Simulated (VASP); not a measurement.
# In3Sb (Pm-3m) in VASP: relaxation of cell and atoms with r2SCAN

Aim: the relaxation of cell and atoms of In3Sb with r2SCAN.

Program: VASP 6.6.1. These are calculated values, not measurements. Logs are shortened: lines on timing, memory, paths and dates and some standing lists are left out, and cuts for length are marked.

## (1) The cell of the first run

The structure is cubic, space group Pm-3m (No. 221). Conventional cell: a = 4.837 Å, b = 4.837 Å, c = 4.837 Å, α = 90.00°, β = 90.00°, γ = 90.00°. Within 4.5 Å of In (site symmetry 4/mmm) lie 8 In at 3.42 Å and 4 Sb at 3.42 Å. Within 4.5 Å of Sb (site symmetry m-3m) lie 12 In at 3.42 Å.

## (2) Relaxation of cell and atoms, r2SCAN

The input, POSCAR:

```
In3Sb
1.0
    4.8369620000      0.0000000000      0.0000000000
    0.0000000000      4.8369620000      0.0000000000
    0.0000000000      0.0000000000      4.8369620000
In Sb
3 1
Direct
    0.5000000000      0.5000000000      0.0000000000
    0.5000000000      0.0000000000      0.5000000000
    0.0000000000      0.5000000000      0.5000000000
    0.0000000000      0.0000000000      0.0000000000
```

The input, INCAR.step1:

```
  ALGO = Normal
  EDIFF = 1E-4
  ENCUT = 600
  GGA = PE
  ISMEAR = 0
  LASPH = True
  LCHARG = False
  LREAL = False
  LWAVE = True
  NELM = 100
  PREC = Accurate
  SIGMA = 0.1
```

The input, INCAR.step2:

```
  ALGO = Normal
  EDIFF = 1E-6
  EDIFFG = -0.005
  ENCUT = 600
  IBRION = 2
  ISIF = 3
  ISMEAR = 0
  ISTART = 1
  LASPH = True
  LCHARG = False
  LMIXTAU = True
  LREAL = False
  LWAVE = False
  METAGGA = R2SCAN
  NELM = 100
  NSW = 100
  PREC = Accurate
  SIGMA = 0.1
```

The input, KPOINTS:

```
k-points
0
Gamma
  10 10 10
```

Potentials or basis: VASP PAW PBE potentials, release 64 (In_d, Sb).

The run is started by

```console
cat potpaw_PBE.64/In_d/POTCAR potpaw_PBE.64/Sb/POTCAR > POTCAR
cp INCAR.step1 INCAR
mpirun -np 1 vasp_std > vasp.out
cp INCAR.step2 INCAR
mpirun -np 1 vasp_std > vasp.out
```

OUTCAR:

```text
EDIFF = 1E-6
   EDIFFG = -0.005
   ENCUT = 600
   IBRION = 2
   ISIF = 3
   ISMEAR = 0
   ISTART = 1
   LASPH = True
   LREAL = False
   METAGGA = R2SCAN
   NELM = 100
   NSW = 100
   PREC = Accurate

 ion  position               nearest neighbor table
   1  0.500  0.500  0.000-   2 3.42   3 3.42   4 3.42   2 3.42   3 3.42   2 3.42   4 3.42   2 3.42
                             3 3.42   4 3.42   3 3.42   4 3.42
   2  0.500  0.000  0.500-   1 3.42   3 3.42   4 3.42   1 3.42   4 3.42   1 3.42   3 3.42   1 3.42
                             3 3.42   4 3.42   4 3.42   3 3.42
   3  0.000  0.500  0.500-   1 3.42   2 3.42   4 3.42   1 3.42   4 3.42   2 3.42   4 3.42   4 3.42
                             1 3.42   2 3.42   1 3.42   2 3.42
   4  0.000  0.000  0.000-   1 3.42   2 3.42   3 3.42   2 3.42   3 3.42   1 3.42   3 3.42   3 3.42
                             1 3.42   2 3.42   2 3.42   1 3.42

  LATTYP: Found a simple cubic cell.
 ALAT       =     4.8369620000

  Lattice vectors:

 A1 = (   4.8369620000,   0.0000000000,   0.0000000000)
 A2 = (   0.0000000000,   4.8369620000,   0.0000000000)
 A3 = (   0.0000000000,   0.0000000000,   4.8369620000)

Analysis of symmetry for initial positions (statically):
=====================================================================
 Subroutine PRICEL returns:
 Original cell was already a primitive cell.

 Routine SETGRP: Setting up the symmetry group for a
 simple cubic supercell.

 Subroutine GETGRP returns: Found 48 space group operations
 (whereof 48 operations were pure point group operations)
 out of a pool of 48 trial point group operations.

The static configuration has the point symmetry O_h .

Analysis of symmetry for dynamics (positions and initial velocities):
=====================================================================
 Subroutine PRICEL returns:
 Original cell was already a primitive cell.

 Routine SETGRP: Setting up the symmetry group for a
 simple cubic supercell.

 Subroutine GETGRP returns: Found 48 space group operations
 (whereof 48 operations were pure point group operations)
 out of a pool of 48 trial point group operations.

The dynamic configuration has the point symmetry O_h .

 Subroutine INISYM returns: Found 48 space group operations
 (whereof 48 operations are pure point group operations),
 and found     1 'primitive' translations

----------------------------------------------------------------------------------------

                                     Primitive cell

  volume of cell :     113.1665

  direct lattice vectors                    reciprocal lattice vectors
     4.836962000  0.000000000  0.000000000     0.206741339  0.000000000  0.000000000
[... 106 lines left out ...]
   EFERMI_NEDOS =   21; number of points for ismear=-14 and -15
   IALGO  =     38    algorithm
   IMIX   =      4    mixing-type and parameters
     AMIX     =   0.40;   BMIX     =  1.00
     AMIX_MAG =   1.60;   BMIX_MAG =  1.00
  volume/ion in A,a.u.               =      28.29       190.92
  Fermi-wavevector in a.u.,A,eV,Ry     =   1.194867  2.257972 19.425148  1.427708
  Thomas-Fermi vector in A             =   2.330847
   LORBIT       =      0    0 simple, 1 ext, 2 COOP (PROOUT), +10 PAW based schemes
   METAGGA = R2SCAN    functional components
   LHFCALC =     F    Hartree Fock is set to
   AEXX    =    0.0000 exact exchange contribution
   IVDW    =     0    specifies the selected vdW correction
   LEPSILON=     F    determine dielectric tensor
   LRPA    =     F    only Hartree local field effects (RPA)
 conjugate gradient relaxation of ions
 non-spin polarized calculation
 Gauss-broadening in eV      SIGMA  =   0.10
  energy-cutoff  :      600.00
  volume of cell :      113.17
 maximum number of plane-waves:      3840
 NGX is ok and might be reduce to    40
   NGX = 19   NGY = 19   NGZ = 19

--------------------------------------- Ionic step        1  -------------------------------------------

 number of electron      43.9999980 magnetization

 Free energy of the ion-electron system (eV)
  ---------------------------------------------------
  ext. energy  EPLUGINS =         0.00000000
  ---------------------------------------------------
  free energy    TOTEN  =       -93.19842892 eV

  energy without entropy =      -93.18647932  energy(sigma->0) =      -93.19245412

------------------------ aborting loop because EDIFF is reached ----------------------------------------

  FORCE on cell =-STRESS in cart. coord.  units (eV):
  Direction    XX          YY          ZZ          XY          YZ          ZX
  --------------------------------------------------------------------------------------
  -------------------------------------------------------------------------------------
  Total       -0.8393462     -0.8393462     -0.8393462      0.0000000      0.0000000      0.0000000
  in kB      -11.8832078    -11.8832078    -11.8832078      0.0000000      0.0000000      0.0000000
  external PRESSURE =     -11.8832078 kB  Pullay stress =       0.0000000 kB
[... 101 lines left out ...]
--------------------------------------- Ionic step        4  -------------------------------------------

 number of electron      44.0000009 magnetization

 Free energy of the ion-electron system (eV)
  ---------------------------------------------------
  ext. energy  EPLUGINS =         0.00000000
  ---------------------------------------------------
  free energy    TOTEN  =       -93.21140038 eV

  energy without entropy =      -93.19929451  energy(sigma->0) =      -93.20534745

 E-fermi :   7.1463     XC(G=0): -10.7508

 val. band max:        7.1083348617   @ k =   0.4000   0.3000   0.3000
 cond. band min:       7.1516957155   @ k =   0.3000   0.2000   0.0000
 fundamental gap:      0.0433608538
 Fermi energy:         7.1462644600

 k-point     1 :       0.0000    0.0000    0.0000
  band No.  band energies     occupation
      1      -8.1049      2.00000
      2      -8.1019      2.00000
      3      -8.1019      2.00000
      4      -8.1019      2.00000
      5      -7.9592      2.00000
      6      -7.9592      2.00000
[... 685 lines left out ...]
     25       9.8425      0.00000
     26       9.9790      0.00000

 [... further k-points ...]

------------------------ aborting loop because EDIFF is reached ----------------------------------------

  FORCE on cell =-STRESS in cart. coord.  units (eV):
  Direction    XX          YY          ZZ          XY          YZ          ZX
  --------------------------------------------------------------------------------------
  -------------------------------------------------------------------------------------
  Total        0.0102518      0.0102518      0.0102518      0.0000000      0.0000000      0.0000000
  in kB        0.1496623      0.1496623      0.1496623      0.0000000      0.0000000      0.0000000
  external PRESSURE =       0.1496623 kB  Pullay stress =       0.0000000 kB
[... 19 lines left out ...]
  FREE ENERGIE OF THE ION-ELECTRON SYSTEM (eV)
  ---------------------------------------------------
  free  energy   TOTEN  =       -93.2114003793 eV

  energy  without entropy=      -93.1992945116  energy(sigma->0) =      -93.20534745

 reached required accuracy - stopping structural energy minimisation
```

OSZICAR.step1:

```text
N       E                     dE             d eps       ncg     rms          rms(c)
DAV:   1     0.385695423326E+03    0.38570E+03   -0.22726E+04  2912   0.227E+03
DAV:   2     0.215695822038E+02   -0.36413E+03   -0.36060E+03  2912   0.482E+02
DAV:   3    -0.106348350024E+02   -0.32204E+02   -0.31640E+02  3578   0.167E+02
DAV:   4    -0.117899462595E+02   -0.11551E+01   -0.11440E+01  3544   0.342E+01
DAV:   5    -0.118313624177E+02   -0.41416E-01   -0.41393E-01  4080   0.573E+00    0.378E+00
DAV:   6    -0.117417291939E+02    0.89633E-01   -0.26922E-01  3640   0.533E+00    0.210E+00
DAV:   7    -0.117327809618E+02    0.89482E-02   -0.49154E-02  3556   0.217E+00    0.601E-01
DAV:   8    -0.117313963528E+02    0.13846E-02   -0.34589E-03  3904   0.476E-01    0.207E-01
DAV:   9    -0.117313081681E+02    0.88185E-04   -0.64737E-04  2780   0.177E-01
   1 F= -.11731308E+02 E0= -.11724849E+02  d E =-.129186E-01
```

Wall time 50 min (1 thread of Oxide Virtual Turin-like, shared host); peak memory 0.36 GiB.

Results:

- Free energy: -93.2114 eV
- Relaxed volume: 27.44 Å³/atom
- Relaxed cell: a = 4.788 Å, b = 4.788 Å, c = 4.788 Å, α = 90.00°, β = 90.00°, γ = 90.00°
- Space group after relaxing (to 0.1 Å): Pm-3m (No. 221)
- Energy gained by relaxing: 3.2 meV/atom
- Ionic steps: 4
- Pressure after relaxing: 0.0 GPa
- Band gap on the k mesh: zero (bands 22 and 23 overlap by 3.89 eV)

Step by step:
```csv
step,energy change (eV),largest force (eV/Å),pressure (GPa),volume (Å³)
1,0.0000,0.0000,-1.19,113.17
2,-0.0130,0.0000,-0.04,109.76
3,-0.0130,0.0000,0.04,109.64
4,-0.0130,0.0000,0.01,109.75
```

Final structure:
```cif
data_structure
_symmetry_space_group_name_H-M 'P 1'
_symmetry_Int_Tables_number 1
_cell_length_a 4.7878
_cell_length_b 4.7878
_cell_length_c 4.7878
_cell_angle_alpha 90.000
_cell_angle_beta 90.000
_cell_angle_gamma 90.000
_cell_volume 109.75
loop_
_atom_site_label
_atom_site_type_symbol
_atom_site_fract_x
_atom_site_fract_y
_atom_site_fract_z
_atom_site_occupancy
In1 In 0.50000 0.50000 0.00000 1
In2 In 0.50000 0.00000 0.50000 1
In3 In 0.00000 0.50000 0.50000 1
Sb1 Sb 0.00000 0.00000 0.00000 1
```

Levels at points of the mesh, in eV from the Fermi level:
```
           k point  band 18  band 19  band 20  band 21  band 22  band 23  band 24  band 25  band 26
(0.00, 0.00, 0.00)    -3.10    -3.10    -3.10    -2.22    -2.22     2.47     2.47     2.47     4.18
(0.50, 0.00, 0.00)    -3.82    -1.72    -1.72    -1.60    -0.22    -0.22     0.22     1.30     4.93
(0.50, 0.50, 0.00)    -6.23    -5.97    -0.69     0.12     0.48     0.48     1.60     1.66     1.66
(0.50, 0.50, 0.50)    -4.51    -4.51    -4.24    -4.24    -4.24    -3.36     5.81     5.81     5.81
```

Caveat: the PAW data sets were made with another functional, which shifts forces and pressure a little; spin-orbit coupling is left out, which moves the levels of the heavy elements.
